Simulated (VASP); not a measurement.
# ZnS: single point with PBEsol

Crystal: ZnS.

```
Zn S
1.0
     3.78223    0.00000    0.00000
    -1.89112    3.27551    0.00000
     0.00000    0.00000    6.20815
Zn S
2 2
Direct
  0.33333 0.66667 0.93750
  0.66667 0.33333 0.43750
  0.33333 0.66667 0.43750
  0.66667 0.33333 0.93750
```

```json
{
  "Program": "VASP 6.6.1",
  "Task": "single point",
  "Functional": "PBEsol",
  "Potentials or basis": "VASP PAW PBE potentials, release 64 (Zn, S)",
  "Cutoff": "520 eV",
  "k mesh": "12 × 12 × 6",
  "Occupations": "gaussian, width 0.01 eV",
  "Spin": "no spin polarisation"
}
```

```yaml
Pressure: 6.1 GPa
Band_gap_on_the_k_mesh: 2.54 eV (least direct gap 2.55 eV)
```

Stress tensor (GPa, compression positive):
```
 9.46  0.00  0.00
 0.00  9.46  0.00
 0.00  0.00 -0.62
```

Levels at points of the mesh, in eV from the valence-band top:
| k point | band 16 | band 17 | band 18 | band 19 | band 20 | band 21 |
| --- | --- | --- | --- | --- | --- | --- |
| (0.00, 0.00, 0.00) | -0.02 | -0.01 | -0.01 | 2.54 | 2.64 | 6.24 |
| (0.50, 0.00, 0.00) | -2.13 | -1.62 | -0.67 | 3.24 | 4.47 | 4.99 |
| (0.00, 0.00, 0.50) | -0.29 | -0.29 | -0.29 | 3.29 | 3.29 | 6.56 |
| (0.50, 0.00, 0.50) | -2.03 | -0.64 | -0.64 | 3.89 | 3.89 | 4.43 |

Wall time 3.7 min on 1 thread of Intel Xeon 8259CL (shared host), peak memory 0.27 GiB.

Caveat: the cell stands under pressure; the PAW data sets were made with another functional, which shifts forces and pressure a little. A k mesh can miss the band edges.
